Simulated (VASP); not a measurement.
Runs of VASP 6.6.1 on SiC. The structure is that of space group F-43m (No. 216), or close to it. The cells are those of the table. 

| cell | cutoff (eV) | gap on the mesh (eV) | pressure (GPa) |
| --- | --- | --- | --- |
| a = 3.005, b = 3.005, c = 3.028 Å, angles 59.7, 59.7, 60.5°, 2 atoms | 660 | 1.51 | 16.7 |
| a = 3.029, b = 3.029, c = 2.982 Å, angles 60.5, 60.5, 59.0°, 2 atoms | 520 | 1.51 | (b) |
| a = 3.121, b = 3.121, c = 3.167 Å, angles 59.5, 59.5, 61.0°, 2 atoms | 520 | 1.45 | -11.1 |
| a = 3.052, b = 3.052, c = 2.982 Å, angles 60.8, 60.8, 58.5°, 2 atoms | 520 | 1.43 | 12.6 |
| a = 3.167 Å, angles 60.0°, 2 atoms | 660 | 1.77 | (c) |
| a = 2.982 Å, angles 60.0°, 2 atoms | 520 | (d) | 26.3 |
| a = 3.076, b = 3.076, c = 2.982 Å, angles 61.0, 61.0, 58.0°, 2 atoms | 520 | 1.36 | (a) |
| a = 3.005, b = 3.005, c = 2.982 Å, angles 60.3, 60.3, 59.5°, 2 atoms | 520 | 1.58 | 21.5 |

Alike in all rows: task single point; level r2SCAN; potentials or basis VASP PAW PBE potentials, release 64 (Si, C); no spin polarisation; k mesh 12 × 12 × 12; smearing gaussian 0.05 eV.

**Question.** Fill in the values left out.

**Answer.** (a) 8.6; (b) 16.9; (c) -16.3; (d) 1.66.

Caveats: the PAW data sets were made with another functional, which shifts forces and pressure a little.

A k mesh can miss the band edges.
